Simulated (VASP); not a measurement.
Crystal: InP.

```
In P
1.0
     0.00000    2.76883    2.76883
     2.76883    0.00000    2.76883
     2.76883    2.76883    0.00000
In P
1 1
Direct
  0.00000 0.00000 0.00000
  0.50000 0.50000 0.50000
```

```yaml
Program: VASP 6.6.1
Task: relaxation of cell and atoms
Functional: RPBE
Potentials_or_basis: VASP PAW PBE potentials, release 64 (In_d, P)
Cutoff: 600 eV
k_mesh: 8 × 8 × 8
Occupations: fermi-dirac, width 0.05 eV
Spin: no spin polarisation
```

At the start: pressure 1.8 GPa; volume 21.23 Å³/atom.

Q: Where does the relaxation end?

A: Over 3 steps the energy falls by 2.9 meV/atom and the volume is 21.76 Å³/atom (+2.5 %); space group Fm-3m (No. 225, to 0.05 Å).

The path:
| step | energy change (eV) | largest force (eV/Å) | pressure (GPa) | volume (Å³) |
| --- | --- | --- | --- | --- |
| 1 | 0.0000 | 0.0000 | 1.79 | 42.45 |
| 2 | -0.0050 | 0.0000 | -0.62 | 43.93 |
| 3 | -0.0058 | 0.0000 | 0.00 | 43.52 |

Final structure:
```xyz
2
Lattice="0.0000 2.7918 2.7918 2.7918 0.0000 2.7918 2.7918 2.7918 0.0000" Properties=species:S:1:pos:R:3 pbc="T T T"
In    0.0000    0.0000    0.0000
P     2.7918    2.7918    2.7918
```

Caveat: the PAW data sets were made with another functional, which shifts forces and pressure a little.
